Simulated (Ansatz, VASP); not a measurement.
**Two plane-wave programs on NaF**

```xyz
2
Lattice="0.0000 2.2362 2.3233 2.4104 0.0000 2.3233 2.4104 2.2362 0.0000" Properties=species:S:1:pos:R:3 pbc="T T T"
Na    0.0000    0.0000    0.0000
F     2.4104    2.2362    2.3233
```

Change from the starting cell: strain +0.0375 x Voigt [1, -1, 0, 0, 0, 0], atoms carried along.

Alike in both runs: task single point; functional PBEsol; k mesh 8 × 8 × 8; occupations gaussian, width 0.05 eV; no spin polarisation.

|  | VASP | Ansatz |
| --- | --- | --- |
| version | VASP 6.6.1 | Ansatz 0.2.0 |
| potentials or method | VASP PAW PBE potentials, release 64 (Na_pv, F), cutoff 520 eV | scalar-relativistic, plane waves, PAW |
| valence electrons in the cell | 14 | 16 |

|  | VASP | Ansatz | Ansatz less VASP |
| --- | --- | --- | --- |
| gap on the k mesh at the Fermi level (eV) | 6.12 | 6.14 | +0.021 |
| least direct gap on the mesh (eV) | 6.12 | 6.14 | +0.021 |
| pressure (GPa) | 0.0 | 0.0 | -0.01 |
| traceless stress, the component that is largest in VASP (GPa) | 3.26 | 3.11 | -0.144 |

VASP's potentials were made for PBE, not for PBEsol. VASP's potentials hold 14 valence electrons a cell and Ansatz's 16, so a difference there can come from the potentials and not from the codes.
